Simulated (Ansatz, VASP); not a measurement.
## Zn in VASP and in Ansatz

File INCAR:

```
SYSTEM = Zn
  ALGO = Normal
  EDIFF = 1E-6
  ENCUT = 520
  GGA = RP
  ISIF = 2
  ISMEAR = -1
  LASPH = .True.
  LCHARG = .False.
  LREAL = .False.
  LWAVE = .False.
  NBANDS = 12
  NELM = 100
  PREC = Accurate
  SIGMA = 0.1
```

KPOINTS

```
k-points
0
Gamma
  16 16 16
  0 0 0
```

Contents of POSCAR:

```
Zn
1.0
   -1.5247256877      1.5247256877      1.5247256877
    1.5247256877     -1.5247256877      1.5247256877
    1.5247256877      1.5247256877     -1.5247256877
Zn
1
Direct
    0.0000000000      0.0000000000      0.0000000000
```

Input for Ansatz:

```yaml
crystal:
  lattice:
    - [-1.5247256877, 1.5247256877, 1.5247256877]
    - [1.5247256877, -1.5247256877, 1.5247256877]
    - [1.5247256877, 1.5247256877, -1.5247256877]
  atoms:
    - { symbol: Zn, position: [0.0, 0.0, 0.0] }
hamiltonian:
  xc: rpbe
  pseudopotentials:
    kind: paw
    azcp:
      Zn: "pseudopotentials/Zn.paw.azcp"
basis:
  ecutwfc: 420
  fft_grid_basis: typed
kpoints:
  mp_grid: { grid: [16, 16, 16], shift: [0, 0, 0] }
magnetization:
  spin_polarized: false
scf:
  occupations: { method: fermi_dirac, width: 0.1 }
  lower_state_search: "off"
output:
  stress: true
```

Alike in both runs: task single point; functional RPBE; k mesh 16 × 16 × 16; occupations fermi-dirac, width 0.1 eV; no spin polarisation.

|  | VASP | Ansatz |
| --- | --- | --- |
| version | VASP 6.6.1 | Ansatz 0.2.0 |
| potentials or method | VASP PAW PBE potentials, release 64 (Zn), cutoff 520 eV | plane waves (420 eV) with PAW, scalar-relativistic |
| valence electrons in the cell | 12 | 12 |

|  | VASP | Ansatz | Ansatz less VASP |
| --- | --- | --- | --- |
| pressure (GPa) | 10.5 | 10.1 | -0.42 |

VASP's potentials were made for PBE, not for RPBE. The functional is the same, so the differences come from potentials, cutoffs and numerics.
